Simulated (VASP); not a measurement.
# TeRu (F-43m) in VASP: a series of runs

Runs on TeRu. Level: r2SCAN. Tasks: single point.

All numbers are computed with VASP 6.6.1; they aren't measurements. Logs are shortened: lines on timing, memory, paths and dates and some standing lists are left out, and cuts for length are marked.

## Step 1: The cell of the first run

It takes space group F-43m (No. 216, cubic). The conventional cell has a = 5.772 Å, b = 5.772 Å, c = 5.772 Å, α = 90.00°, β = 90.00°, γ = 90.00°. Within 3.3 Å of Ru (site symmetry -43m) lie 4 Te at 2.50 Å. Te (site symmetry -43m) has 4 Ru at 2.50 Å within 3.3 Å.

## Step 2: Single point, r2SCAN (volume scaled by 0.960)

File POSCAR:

```
TeRu
1.0
    0.0000000000      2.8859044294      2.8859044294
    2.8859044294      0.0000000000      2.8859044294
    2.8859044294      2.8859044294      0.0000000000
Ru Te
1 1
Direct
    0.0000000000      0.0000000000      0.0000000000
    0.2500000000      0.2500000000      0.2500000000
```

File INCAR.step1:

```
SYSTEM = TeRu
  PREC = Accurate
  ENCUT = 520
  ISMEAR = 0
  SIGMA = 0.05
  LREAL = .FALSE.
  LASPH = .TRUE.
  NELM = 100
  NBANDS = 17
  GGA = PE
  ALGO = Normal
  EDIFF = 1E-4
  LWAVE = .TRUE.
  LCHARG = .FALSE.
```

File INCAR.step2:

```
SYSTEM = TeRu
  PREC = Accurate
  ENCUT = 520
  EDIFF = 1E-6
  ISMEAR = 0
  SIGMA = 0.05
  LREAL = .FALSE.
  LASPH = .TRUE.
  NELM = 100
  ALGO = Normal
  ISIF = 2
  LWAVE = .FALSE.
  LCHARG = .TRUE.
  METAGGA = R2SCAN
  LMIXTAU = .TRUE.
  LELF = .TRUE.
  LVHAR = .TRUE.
  NBANDS = 17
  ISTART = 1
```

File KPOINTS:

```
regular mesh
0
G
  10 10 10
  0 0 0
```

Potentials or basis: VASP PAW PBE potentials, release 64 (Ru_pv, Te).

On the command line:

```
cat potpaw_PBE.64/Ru_pv/POTCAR potpaw_PBE.64/Te/POTCAR > POTCAR
cp INCAR.step1 INCAR
mpirun -np 1 vasp_std > vasp.out
cp INCAR.step2 INCAR
mpirun -np 1 vasp_std > vasp.out
```

OUTCAR:

```text
SYSTEM = TeRu
   PREC = Accurate
   ENCUT = 520
   EDIFF = 1E-6
   ISMEAR = 0
   LREAL = .FALSE.
   LASPH = .TRUE.
   NELM = 100
   ISIF = 2
   METAGGA = R2SCAN
   ISTART = 1

 ion  position               nearest neighbor table
   1  0.000  0.000  0.000-   2 2.50   2 2.50   2 2.50   2 2.50
   2  0.250  0.250  0.250-   1 2.50   1 2.50   1 2.50   1 2.50

  LATTYP: Found a face centered cubic cell.
 ALAT       =     5.7718088588

  Lattice vectors:

 A1 = (   0.0000000000,   2.8859044294,   2.8859044294)
 A2 = (   2.8859044294,   0.0000000000,   2.8859044294)
 A3 = (   2.8859044294,   2.8859044294,   0.0000000000)

Analysis of symmetry for initial positions (statically):
=====================================================================
 Subroutine PRICEL returns:
 Original cell was already a primitive cell.

 Routine SETGRP: Setting up the symmetry group for a
 face centered cubic supercell.

 Subroutine GETGRP returns: Found 24 space group operations
 (whereof 24 operations were pure point group operations)
 out of a pool of 48 trial point group operations.

The static configuration has the point symmetry T_d .

Analysis of symmetry for dynamics (positions and initial velocities):
=====================================================================
 Subroutine PRICEL returns:
 Original cell was already a primitive cell.

 Routine SETGRP: Setting up the symmetry group for a
 face centered cubic supercell.

 Subroutine GETGRP returns: Found 24 space group operations
 (whereof 24 operations were pure point group operations)
 out of a pool of 48 trial point group operations.

The dynamic configuration has the point symmetry T_d .

 Subroutine INISYM returns: Found 24 space group operations
 (whereof 24 operations are pure point group operations),
 and found     1 'primitive' translations

----------------------------------------------------------------------------------------

                                     Primitive cell

  volume of cell :      48.0702

  direct lattice vectors                    reciprocal lattice vectors
     0.000000000  2.885904429  2.885904429    -0.173255911  0.173255911  0.173255911
     2.885904429  0.000000000  2.885904429     0.173255911 -0.173255911  0.173255911
     2.885904429  2.885904429  0.000000000     0.173255911  0.173255911 -0.173255911

  length of vectors
     4.081285184  4.081285184  4.081285184     0.300088040  0.300088040  0.300088040
[... 79 lines left out ...]
   ENCUT  =  520.0 eV  38.22 Ry    6.18 a.u.   7.59  7.59  7.59*2*pi/ulx,y,z
   NELM   =    100;   NELMIN=  2; NELMDL=  0     # of ELM steps
   EDIFF  = 0.1E-05   stopping-criterion for ELM
   LREAL  =      F    real-space projection
   EDIFFG = 0.1E-04   stopping-criterion for IOM
   NSW    =      0    number of steps for IOM
   IBRION =     -1    ionic relax: 0-MD 1-quasi-New 2-CG
   NFREE  =      0    steps in history (QN), initial steepest desc. (CG)
   ISIF   =      2    stress and relaxation
   ISYM   =      2    0-nonsym 1-usesym 2-fastsym
   POTIM  = 0.5000    time-step for ionic-motion
   TEBEG  =    0.0;   TEEND  =   0.0 temperature during run
   PSTRESS=    0.0 pullay stress
   NELECT =      20.0000    total number of electrons
   NUPDOWN=      -1.0000    fix difference up-down
   EMIN   =  10.00;   EMAX   =-10.00  energy-range for DOS
   EFERMI =   0.00;   METHOD = LEGACY
   ISMEAR =     0;   SIGMA  =   0.05  broadening in eV -4-tet -1-fermi 0-gaus
   EFERMI_NEDOS =   21; number of points for ismear=-14 and -15
   IALGO  =     38    algorithm
   IMIX   =      4    mixing-type and parameters
     AMIX     =   0.40;   BMIX     =  1.00
     AMIX_MAG =   1.60;   BMIX_MAG =  1.00
  volume/ion in A,a.u.               =      24.04       162.20
  Fermi-wavevector in a.u.,A,eV,Ry     =   1.222155  2.309538 20.322510  1.493662
  Thomas-Fermi vector in A             =   2.357312
   LORBIT       =      0    0 simple, 1 ext, 2 COOP (PROOUT), +10 PAW based schemes
   METAGGA = R2SCAN    functional components
   LHFCALC =     F    Hartree Fock is set to
   AEXX    =    0.0000 exact exchange contribution
   IVDW    =     0    specifies the selected vdW correction
   LEPSILON=     F    determine dielectric tensor
   LRPA    =     F    only Hartree local field effects (RPA)
 non-spin polarized calculation
 Gauss-broadening in eV      SIGMA  =   0.05
  energy-cutoff  :      520.00
  volume of cell :       48.07
 maximum number of plane-waves:      1308
   NGX = 15   NGY = 15   NGZ = 15

 number of electron      19.9999994 magnetization

 Free energy of the ion-electron system (eV)
  ---------------------------------------------------
  ext. energy  EPLUGINS =         0.00000000
  ---------------------------------------------------
  free energy    TOTEN  =       -50.25759796 eV

  energy without entropy =      -50.25620832  energy(sigma->0) =      -50.25690314

 E-fermi :   7.6567     XC(G=0): -11.0288

 val. band max:        7.6477991960   @ k =   0.4000   0.4000   0.0000
 cond. band min:       7.7064758558   @ k =   0.4000   0.2000   0.1000
 fundamental gap:      0.0586766597
 Fermi energy:         7.6566982478

 k-point     1 :       0.0000    0.0000    0.0000
  band No.  band energies     occupation
      1     -35.9995      2.00000
      2     -35.9995      2.00000
      3     -35.9995      2.00000
      4      -5.9280      2.00000
      5       2.9177      2.00000
      6       2.9177      2.00000
[... 457 lines left out ...]
      4      -4.8528      2.00000
      5       1.8299      2.00000
      6       3.5738      2.00000
[... 9 lines left out ...]
     16      17.8013      0.00000
     17      18.0849      0.00000

 [... further k-points ...]

------------------------ aborting loop because EDIFF is reached ----------------------------------------

  FORCE on cell =-STRESS in cart. coord.  units (eV):
  Direction    XX          YY          ZZ          XY          YZ          ZX
  --------------------------------------------------------------------------------------
  -------------------------------------------------------------------------------------
  Total        1.3629880      1.3629880      1.3629880      0.0000000      0.0000000      0.0000000
  in kB       45.4283315     45.4283315     45.4283315      0.0000000      0.0000000      0.0000000
  external PRESSURE =      45.4283315 kB  Pullay stress =       0.0000000 kB

 VOLUME and BASIS-vectors are now :
 -----------------------------------------------------------------------------
  energy-cutoff  :      520.00
  volume of cell :       48.07
      direct lattice vectors                 reciprocal lattice vectors
     0.000000000  2.885904429  2.885904429    -0.173255911  0.173255911  0.173255911
     2.885904429  0.000000000  2.885904429     0.173255911 -0.173255911  0.173255911
     2.885904429  2.885904429  0.000000000     0.173255911  0.173255911 -0.173255911

 POSITION                                       TOTAL-FORCE (eV/Angst)
 -----------------------------------------------------------------------------------
      0.00000      0.00000      0.00000         0.000000     -0.000000      0.000000
      1.44295      1.44295      1.44295        -0.000000      0.000000     -0.000000
 -----------------------------------------------------------------------------------
    total drift:                                0.000001      0.000001      0.000000

  FREE ENERGIE OF THE ION-ELECTRON SYSTEM (eV)
  ---------------------------------------------------
  free  energy   TOTEN  =       -50.2575979577 eV

  energy  without entropy=      -50.2562083234  energy(sigma->0) =      -50.25690314
```

OUTCAR.step1:

```text
SYSTEM = TeRu
   PREC = Accurate
   ENCUT = 520
   ISMEAR = 0
   LREAL = .FALSE.
   LASPH = .TRUE.
[... 701 lines left out ...]
      0.00000      0.00000      0.00000        -0.000000      0.000000      0.000000
      1.44295      1.44295      1.44295         0.000000     -0.000000     -0.000000
 -----------------------------------------------------------------------------------
    total drift:                                0.000001      0.000001      0.000001

  FREE ENERGIE OF THE ION-ELECTRON SYSTEM (eV)
  ---------------------------------------------------
  free  energy   TOTEN  =       -11.6401129196 eV

  energy  without entropy=      -11.6383189382  energy(sigma->0) =      -11.63921593
```

Wall time 1.9 min (1 thread of Intel Xeon Platinum 8259CL at 2.50GHz (Skylake/Cascade Lake), shared host); peak memory 0.19 GiB.

Results:

| Property | Result |
| --- | --- |
| Free energy | -50.2576 eV |
| Pressure | 4.5 GPa |
| Band gap on the k mesh | zero (band 10 reaches 11.30 eV, above the bottom of band 11 at 7.25 eV) |

Caveat: the cell differs from its parent crystal (volume scaled by 0.960); the PAW data sets were made with another functional, which shifts forces and pressure a little; spin-orbit coupling is left out, which moves the levels of the heavy elements.

## Step 3: Single point, r2SCAN (volume scaled by 0.980)

File POSCAR:

```
TeRu
1.0
    0.0000000000      2.9058078475      2.9058078475
    2.9058078475      0.0000000000      2.9058078475
    2.9058078475      2.9058078475      0.0000000000
Ru Te
1 1
Direct
    0.0000000000      0.0000000000      0.0000000000
    0.2500000000      0.2500000000      0.2500000000
```

File INCAR.step1:

```
SYSTEM = TeRu
PREC = Accurate ; ENCUT = 520
ISMEAR = 0 ; SIGMA = 0.05
LREAL = .FALSE. ; LASPH = .TRUE.
NELM = 80 ; NBANDS = 17
GGA = PE ; ALGO = Normal
EDIFF = 1E-4 ; LWAVE = .TRUE.
LCHARG = .FALSE.
```

File INCAR.step2:

```
SYSTEM = TeRu
PREC = Accurate ; ENCUT = 520
EDIFF = 1E-7 ; ISMEAR = 0
SIGMA = 0.05 ; LREAL = .FALSE.
LASPH = .TRUE. ; NELM = 80
ALGO = Normal ; ISIF = 2
LWAVE = .FALSE. ; LCHARG = .FALSE.
METAGGA = R2SCAN ; LMIXTAU = .TRUE.
NBANDS = 17 ; ISTART = 1
```

KPOINTS is that of step 2.

Potentials or basis: VASP PAW PBE potentials, release 64 (Ru_pv, Te).

On the command line:

```
cat potpaw_PBE.64/Ru_pv/POTCAR potpaw_PBE.64/Te/POTCAR > POTCAR
cp INCAR.step1 INCAR
mpirun -np 1 vasp_std > vasp.out
cp INCAR.step2 INCAR
mpirun -np 1 vasp_std > vasp.out
```

OUTCAR:

```text
SYSTEM = TeRu
   PREC = Accurate
   ENCUT = 520
   EDIFF = 1E-7
   ISMEAR = 0
   LREAL = .FALSE.
   LASPH = .TRUE.
   NELM = 80
   ISIF = 2
   METAGGA = R2SCAN
   ISTART = 1

 ion  position               nearest neighbor table
   1  0.000  0.000  0.000-   2 2.52   2 2.52   2 2.52   2 2.52
   2  0.250  0.250  0.250-   1 2.52   1 2.52   1 2.52   1 2.52

  LATTYP: Found a face centered cubic cell.
 ALAT       =     5.8116156950

  Lattice vectors:

 A1 = (   0.0000000000,   2.9058078475,   2.9058078475)
 A2 = (   2.9058078475,   0.0000000000,   2.9058078475)
 A3 = (   2.9058078475,   2.9058078475,   0.0000000000)
[... 648 lines left out ...]
      5       1.6792      2.00000
      6       3.3784      2.00000
[... 9 lines left out ...]
     16      17.5321      0.00000
     17      17.7193      0.00000

 [... further k-points ...]
[... 5 lines left out ...]
  --------------------------------------------------------------------------------------
  -------------------------------------------------------------------------------------
  Total        0.6295797      0.6295797      0.6295797     -0.0000000      0.0000000      0.0000000
  in kB       20.5556218     20.5556218     20.5556218     -0.0000000      0.0000000      0.0000000
  external PRESSURE =      20.5556218 kB  Pullay stress =       0.0000000 kB

 VOLUME and BASIS-vectors are now :
 -----------------------------------------------------------------------------
  energy-cutoff  :      520.00
  volume of cell :       49.07
      direct lattice vectors                 reciprocal lattice vectors
     0.000000000  2.905807848  2.905807848    -0.172069189  0.172069189  0.172069189
     2.905807848  0.000000000  2.905807848     0.172069189 -0.172069189  0.172069189
     2.905807848  2.905807848  0.000000000     0.172069189  0.172069189 -0.172069189

 POSITION                                       TOTAL-FORCE (eV/Angst)
 -----------------------------------------------------------------------------------
      0.00000      0.00000      0.00000         0.000000     -0.000000      0.000000
      1.45290      1.45290      1.45290        -0.000000      0.000000     -0.000000
 -----------------------------------------------------------------------------------
    total drift:                               -0.000000     -0.000000     -0.000000

  FREE ENERGIE OF THE ION-ELECTRON SYSTEM (eV)
  ---------------------------------------------------
  free  energy   TOTEN  =       -50.2782603394 eV

  energy  without entropy=      -50.2766627129  energy(sigma->0) =      -50.27746153
```

OSZICAR.step1:

```text
N       E                     dE             d eps       ncg     rms          rms(c)
DAV:   1     0.130021243017E+03    0.13002E+03   -0.10723E+04  1694   0.106E+03
DAV:   2    -0.866663862728E+01   -0.13869E+03   -0.13499E+03  1777   0.275E+02
DAV:   3    -0.117454261697E+02   -0.30788E+01   -0.30596E+01  2026   0.423E+01
DAV:   4    -0.117851001052E+02   -0.39674E-01   -0.39664E-01  2071   0.440E+00
DAV:   5    -0.117854876588E+02   -0.38755E-03   -0.38753E-03  2151   0.360E-01    0.885E+00
DAV:   6    -0.117095688014E+02    0.75919E-01   -0.22112E-01  1700   0.452E+00    0.436E+00
DAV:   7    -0.116867763844E+02    0.22792E-01   -0.82064E-02  1695   0.243E+00    0.254E+00
DAV:   8    -0.116735719035E+02    0.13204E-01   -0.45145E-02  1689   0.212E+00    0.176E-01
DAV:   9    -0.116737477043E+02   -0.17580E-03   -0.12738E-03  2042   0.252E-01    0.789E-02
DAV:  10    -0.116738556695E+02   -0.10797E-03   -0.12172E-04  1485   0.844E-02    0.254E-02
DAV:  11    -0.116738724126E+02   -0.16743E-04   -0.13883E-05  1128   0.278E-02
   1 F= -.11673872E+02 E0= -.11672865E+02  d E =-.201489E-02
```

Run time: 78 s. Hardware: 1 thread of Intel Xeon Platinum 8259CL at 2.50GHz (Skylake/Cascade Lake), shared host; peak memory 0.21 GiB.

What came out:

```
Free energy            : -50.2783 eV
Pressure               : 2.1 GPa
Band gap on the k mesh : zero (band 10 reaches 10.95 eV, above the bottom of band 11 at 7.01 eV)
```

Caveat: the cell differs from its parent crystal (volume scaled by 0.980); the PAW data sets were made with another functional, which shifts forces and pressure a little; spin-orbit coupling is left out, which moves the levels of the heavy elements.

## Step 4: Single point, r2SCAN

This run uses another cell than the first one, of 25.04 Å³/atom, 1.042 times its volume.

File POSCAR:

```
TeRu
1.0
    0.0000000000      2.9254422799      2.9254422799
    2.9254422799      0.0000000000      2.9254422799
    2.9254422799      2.9254422799      0.0000000000
Ru Te
1 1
Direct
    0.0000000000      0.0000000000      0.0000000000
    0.2500000000      0.2500000000      0.2500000000
```

File INCAR.step1:

```
  PREC = Accurate
  ENCUT = 520
  ISMEAR = 0
  SIGMA = 0.05
  LREAL = False
  LASPH = True
  NELM = 100
  NBANDS = 17
  GGA = PE
  ALGO = Normal
  EDIFF = 1E-4
  LWAVE = True
  LCHARG = False
```

File INCAR.step2:

```
  PREC = Accurate
  ENCUT = 520
  EDIFF = 1E-7
  ISMEAR = 0
  SIGMA = 0.05
  LREAL = False
  LASPH = True
  NELM = 100
  ALGO = Normal
  ISIF = 2
  LWAVE = False
  LCHARG = False
  METAGGA = R2SCAN
  LMIXTAU = True
  NBANDS = 17
  ISTART = 1
```

File KPOINTS:

```
regular mesh
0
Gamma
  10 10 10
```

On the command line:

```
cat potpaw_PBE.64/Ru_pv/POTCAR potpaw_PBE.64/Te/POTCAR > POTCAR
cp INCAR.step1 INCAR
mpirun -np 1 vasp_std > vasp.out
cp INCAR.step2 INCAR
mpirun -np 1 vasp_std > vasp.out
```

It took 79 s on 1 thread of Intel Xeon Platinum 8259CL at 2.50GHz (Skylake/Cascade Lake), shared host; peak memory 0.21 GiB.

It converged, with:

```yaml
Free_energy: -50.2842 eV
Pressure: -0.2 GPa
Band_gap_on_the_k_mesh: zero (band 10 reaches 10.61 eV, above the bottom of band 11 at 6.77 eV)
```

Levels at points of the mesh, in eV from the Fermi level:
| k point | band 7 | band 8 | band 9 | band 10 | band 11 | band 12 | band 13 | band 14 |
| --- | --- | --- | --- | --- | --- | --- | --- | --- |
| (0.00, 0.00, 0.00) | -4.56 | -1.68 | -1.68 | 3.47 | 3.89 | 3.89 | 3.89 | 6.75 |
| (0.50, 0.00, 0.00) | -4.24 | -1.50 | -1.50 | -1.15 | 1.81 | 1.81 | 4.54 | 7.83 |
| (0.50, 0.50, 0.00) | -3.54 | -1.85 | -1.32 | -0.99 | -0.36 | -0.36 | 5.19 | 5.81 |

Caveat: the PAW data sets were made with another functional, which shifts forces and pressure a little; spin-orbit coupling is left out, which moves the levels of the heavy elements.

## Step 5: The runs side by side

| cell | gap on the mesh (eV) | pressure (GPa) |
| --- | --- | --- |
| a = 4.081 Å, angles 60.0°, 2 atoms | none | 4.5 |
| a = 4.109 Å, angles 60.0°, 2 atoms | none | 2.1 |
| a = 4.137 Å, angles 60.0°, 2 atoms | none | -0.2 |

Alike in all rows: task single point; level r2SCAN; potentials or basis VASP PAW PBE potentials, release 64 (Ru_pv, Te); no spin polarisation; k mesh 10 × 10 × 10; cutoff (eV) 520; smearing gaussian 0.05 eV.

Caveats: the PAW data sets were made with another functional, which shifts forces and pressure a little; spin-orbit coupling is left out, which moves the levels of the heavy elements.

Total energies depend on the potentials used, so only differences within one code and one set of settings carry meaning.
